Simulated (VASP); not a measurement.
Here is a VASP 6.6.1 calculation.

INCAR

```
SYSTEM = AlP
PREC = Accurate ; ENCUT = 500
EDIFF = 1E-7 ; ISMEAR = 0
SIGMA = 0.01 ; LREAL = .FALSE.
LASPH = .TRUE. ; NELM = 120
ALGO = Normal ; ISIF = 3
LWAVE = .FALSE. ; LCHARG = .FALSE.
GGA = PE ; IVDW = 12
IBRION = 2 ; NSW = 60
EDIFFG = -0.01 ; GGA_COMPAT = .FALSE.
NELMIN = 4
```

Contents of KPOINTS:

```
Automatic mesh
0
G
  8 8 8
  0 0 0
```

POSCAR

```
AlP
1.0
    0.0000000000      2.7255000000      2.7255000000
    2.7255000000      0.0000000000      2.7255000000
    2.7255000000      2.7255000000      0.0000000000
Al P
1 1
Direct
    0.0000000000      0.0000000000      0.0000000000
    0.2500000000      0.2500000000      0.2500000000
```

Potentials or basis: VASP PAW PBE potentials, release 64 (Al, P).

Run with:

```bash
$ cat potpaw_PBE.64/Al/POTCAR potpaw_PBE.64/P/POTCAR > POTCAR
$ mpirun -np 1 vasp_std > vasp.out
```

Estimate the band gap on the k mesh.

1.57 eV, indirect (least direct gap 3.35 eV).

Predict the dispersion energy per atom.

-0.310 eV.

Final structure:
```yaml
crystal:
  lattice:
    - [0.00000, 2.72550, 2.72550]
    - [2.72550, 0.00000, 2.72550]
    - [2.72550, 2.72550, 0.00000]
  atoms:
    - { symbol: Al, position: [0.00000, 0.00000, 0.00000] }
    - { symbol: P, position: [0.25000, 0.25000, 0.25000] }
```

Caveat: the relaxation stopped at its first step, so nothing moved. As with any semilocal functional, this PBE gap is likely too small.
